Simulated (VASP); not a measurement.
A run of VASP 6.6.1:

File INCAR:

```
  ALGO = Fast
  EDIFF = 1E-6
  ENCUT = 520
  GGA = PS
  ISIF = 2
  ISMEAR = 0
  LASPH = True
  LCHARG = False
  LREAL = False
  LWAVE = False
  NBANDS = 49
  NELM = 100
  PREC = Accurate
  SIGMA = 0.15
```

Contents of KPOINTS:

```
k-points
0
Gamma
  12 12 12
```

File POSCAR:

```
Ti4O5
1.0
   -3.4355781786      3.4355781786      2.1646231053
    3.4355781786     -3.4355781786      2.1646231053
    3.4355781786      3.4355781786     -2.1646231053
Ti O
4 5
Direct
    0.6070478066      0.2153590663      0.8224068729
    0.2153590663      0.3929521934      0.6083112597
    0.7846409337      0.6070478066      0.3916887403
    0.3929521934      0.7846409337      0.1775931271
    0.9080872218      0.3075578076      0.2156450294
    0.3075578076      0.0919127782      0.3994705858
    0.6924421924      0.9080872218      0.6005294142
    0.0919127782      0.6924421924      0.7843549706
    0.5000000000      0.5000000000      0.0000000000
```

Potentials or basis: VASP PAW PBE potentials, release 64 (Ti_sv, O).

Launch:

```bash
$ cat potpaw_PBE.64/Ti_sv/POTCAR potpaw_PBE.64/O/POTCAR > POTCAR
$ mpirun -np 1 vasp_std > vasp.out
```

Hardware: 1 thread of Oxide Virtual Turin-like Processor, with other jobs on the host.

How long does it take, and how much memory?

Run time: 120 min on 1 thread of Oxide Virtual Turin-like Processor, on a shared host, peak memory 0.85 GiB. Counts: scf iterations 38, k points 242.
